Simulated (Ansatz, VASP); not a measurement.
NaF: VASP beside Ansatz

INCAR

```
SYSTEM = NaF
PREC = Accurate
ENCUT = 600
EDIFF = 1E-6
ISMEAR = 0
SIGMA = 0.1
LREAL = .False.
LASPH = .True.
NELM = 120
ALGO = Normal
ISIF = 2
LWAVE = .False.
LCHARG = .True.
GGA = PS
LELF = .True.
LVHAR = .True.
NBANDS = 14
GGA_COMPAT = .False.
```

Contents of KPOINTS:

```
Automatic mesh
0
Gamma
  6 6 6
  0 0 0
```

POSCAR

```
NaF
1.0
    0.0000000000      2.3150000000      2.3150000000
    2.3150000000      0.0000000000      2.3150000000
    2.3150000000      2.3150000000      0.0000000000
Na F
1 1
Direct
    0.0000000000      0.0000000000      0.0000000000
    0.5000000000      0.5000000000      0.5000000000
```

Input for Ansatz:

```yaml
crystal:
  lattice:
    - [0.0, 2.315, 2.315]
    - [2.315, 0.0, 2.315]
    - [2.315, 2.315, 0.0]
  atoms:
    - { symbol: Na, position: [0.0, 0.0, 0.0] }
    - { symbol: F, position: [0.5, 0.5, 0.5] }
basis:
  ecutwfc: 420
kpoints:
  mp_grid: { grid: [6, 6, 6] }
hamiltonian:
  xc: pbesol
  pseudopotentials: { kind: paw, azcp: { folder: soft_1 } }
scf:
  occupations: { method: gaussian, width: 0.1 }
output:
  forces: true
  stress: true
  eigenvalues: true
```

Alike in both runs: task single point; functional PBEsol; k mesh 6 × 6 × 6; occupations gaussian, width 0.1 eV; no spin polarisation.

|  | VASP | Ansatz |
| --- | --- | --- |
| version | VASP 6.6.1 | Ansatz 0.2.0 |
| potentials or method | VASP PAW PBE potentials, release 64 (Na_pv, F), cutoff 600 eV | scalar-relativistic, plane waves, PAW |
| valence electrons in the cell | 14 | 16 |

```tsv
	VASP	Ansatz	Ansatz less VASP
gap on the k mesh at the Fermi level (eV)	6.18	6.19	+0.019
least direct gap on the mesh (eV)	6.18	6.19	+0.019
pressure (GPa)	-0.2	0.0	+0.15
```

VASP's potentials were made for PBE, not for PBEsol, and Ansatz warns of the same on its side. VASP's potentials hold 14 valence electrons a cell and Ansatz's 16, so a difference there can come from the potentials and not from the codes.
